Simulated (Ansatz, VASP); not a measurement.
One calculation of ZnH2, two programs

```xyz
3
Lattice="2.8342 0.0000 0.0000 0.0000 2.8342 0.0000 0.0000 0.0000 4.6838" Properties=species:S:1:pos:R:3 pbc="T T T"
Zn    0.0000    0.0000    2.3419
H     0.0000    1.4171    3.2859
H     1.4171    0.0000    1.3978
```

Change from the starting cell: the structure that the rattled cell fell into.

Alike in both runs: task relaxation of cell and atoms; functional PBE; k mesh 8 × 8 × 6; occupations gaussian, width 0.02 eV; no spin polarisation.

|  | VASP | Ansatz |
| --- | --- | --- |
| version | VASP 6.6.1 | Ansatz 0.2.0 |
| potentials or method | VASP PAW PBE potentials, release 64 (Zn, H), cutoff 600 eV | scalar-relativistic, plane waves, PAW |
| valence electrons in the cell | 14 | 14 |

```csv
,VASP,Ansatz,Ansatz less VASP
"gap on the k mesh at the Fermi level, each at its own relaxed structure (eV)",2.88,3.18,+0.304
relaxed volume (Å³/atom),12.79,13.88,+1.086
relaxed cell length with the largest relative difference (Å),4.757,5.169,+0.4118
```

One of these differences is far larger than is usual between the two programs; its cause wasn't traced.
